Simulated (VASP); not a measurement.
A run of VASP 6.6.1:

The input INCAR:

```
PREC = Accurate
ENCUT = 600
EDIFF = 1E-6
ISMEAR = 0
SIGMA = 0.02
LREAL = F
LASPH = T
NELM = 120
ALGO = Normal
ISIF = 2
LWAVE = F
LCHARG = F
GGA = PE
NBANDS = 60
GGA_COMPAT = F
```

The input KPOINTS:

```
regular mesh
0
Gamma
  6 6 6
```

POSCAR

```
TiO2
1.0
    5.3599686068      0.0000000000      0.0227637805
    0.0000000000      5.3725608382      0.0000000000
   -2.6574912141      0.0000000000      4.8010739440
Ti O
4 8
Direct
    0.5000000000      0.3730045255      0.2500000000
    0.5000000000      0.6269954745      0.7500000000
    0.0000000000      0.8730045255      0.2500000000
    0.0000000000      0.1269954745      0.7500000000
    0.2079633345      0.8766429387      0.6647451204
    0.7920366655      0.1233570613      0.3352548796
    0.7920366655      0.8766429387      0.8352548796
    0.2079633345      0.1233570613      0.1647451204
    0.7079633345      0.3766429387      0.6647451204
    0.2920366655      0.6233570613      0.3352548796
    0.2920366655      0.3766429387      0.8352548796
    0.7079633345      0.6233570613      0.1647451204
```

Potentials or basis: VASP PAW PBE potentials, release 64 (Ti_sv, O).

The run is started by

```console
$ cat potpaw_PBE.64/Ti_sv/POTCAR potpaw_PBE.64/O/POTCAR > POTCAR
$ mpirun -np 1 vasp_std > vasp.out
```

Hardware: 1 thread of Oxide Virtual Turin-like Processor (shared host).

Question: Estimate the wall time of this run.

Answer: Wall time 25 min on 1 thread of Oxide Virtual Turin-like Processor, with other jobs on the host, peak memory 0.68 GiB. Counts: scf iterations 16, k points 80.
